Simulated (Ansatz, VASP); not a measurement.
**Two plane-wave programs on C**

```
C
1.0
    -1.17567    1.17567    1.17567
     1.17567   -1.17567    1.17567
     1.17567    1.17567   -1.17567
C
1
Direct
  0.00000 0.00000 0.00000
```

Alike in both runs: task relaxation of cell and atoms; functional PBEsol; k mesh 22 × 22 × 22; occupations fermi-dirac, width 0.08 eV; no spin polarisation.

|  | VASP | Ansatz |
| --- | --- | --- |
| version | VASP 6.6.1 | Ansatz 0.2.0 |
| potentials or method | VASP PAW PBE potentials, release 64 (C) | PAW with Ansatz's default frozen-core files, scalar-relativistic |
| plane-wave cutoff (eV) | 600 | 420 |
| valence electrons in the cell | 4 | 4 |

```tsv
	VASP	Ansatz	Ansatz less VASP
relaxed volume (Å³/atom)	6.42	6.42	0.000
relaxed cell length with the largest relative difference (Å)	2.028	2.028	0.0000
```

VASP's potentials were made for PBE, not for PBEsol.
